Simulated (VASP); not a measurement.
InP, 2 atoms in the cell. The structure is cubic, space group F-43m (No. 216). Conventional cell: a = 5.806 Å, b = 5.806 Å, c = 5.806 Å, α = 90.00°, β = 90.00°, γ = 90.00°. Within 3.3 Å of In (site symmetry -43m) lie 4 P at 2.51 Å. Within 3.3 Å of P (site symmetry -43m) lie 4 In at 2.51 Å. 

* Program: VASP 6.6.1
* Task: single point
* Functional: r2SCAN
* Potentials or basis: VASP PAW PBE potentials, release 64 (In_d, P)
* Cutoff: 520 eV
* k mesh: 8 × 8 × 8
* Occupations: gaussian, width 0.02 eV
* Spin: no spin polarisation
* Dipole correction: no
* Further INCAR settings: ALGO = Normal; EDIFF = 1e-07; NBANDS = 16

Potentials or basis: VASP PAW PBE potentials, release 64 (In_d, P).

The run is started by

```sh
$ cat potpaw_PBE.64/In_d/POTCAR potpaw_PBE.64/P/POTCAR > POTCAR
$ cp INCAR.step1 INCAR
$ mpirun -np 1 vasp_std > vasp.out
$ cp INCAR.step2 INCAR
$ mpirun -np 1 vasp_std > vasp.out
```

Hardware: 1 thread of Intel(R) Xeon(R) 6975P-C (Granite Rapids), on a shared host.

**Question.** How long does it take, and how much memory?

**Answer.** Run time: 34 s on 1 thread of Intel(R) Xeon(R) 6975P-C (Granite Rapids), with other jobs on the host, peak memory 0.19 GiB. Counts: k points 29.
